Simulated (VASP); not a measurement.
Runs of VASP 6.6.1 on BAs. The structure is that of space group F-43m (No. 216), or close to it. The cells are those of the table. 

| cell | gap on the mesh (eV) | pressure (GPa) |
| --- | --- | --- |
| a = 3.378 Å, angles 60.0°, 2 atoms | (a) | 0.1 |
| a = 3.460 Å, angles 60.0°, 2 atoms | 1.16 | (b) |
| a = 3.487 Å, angles 60.0°, 2 atoms | 1.18 | -11.0 |
| a = 3.406 Å, angles 60.0°, 2 atoms | 1.11 | -3.3 |
| a = 3.261 Å, angles 60.0°, 2 atoms | 0.99 | 18.5 |
| a = 3.321 Å, angles 60.0°, 2 atoms | 1.04 | 8.1 |
| a = 3.291 Å, angles 60.0°, 2 atoms | 1.02 | 13.0 |
| a = 3.433 Å, angles 60.0°, 2 atoms | 1.14 | (c) |

Alike in all rows: task single point; level PBEsol; potentials or basis VASP PAW PBE potentials, release 64 (B, As); no spin polarisation; k mesh 8 × 8 × 8; cutoff (eV) 520; smearing gaussian 0.01 eV.

Estimate the missing entries.

(a) 1.09; (b) -8.7; (c) -6.2.

Caveats: the PAW data sets were made with another functional, which shifts forces and pressure a little.

A k mesh can miss the band edges, and the runs leave out spin-orbit coupling on As.
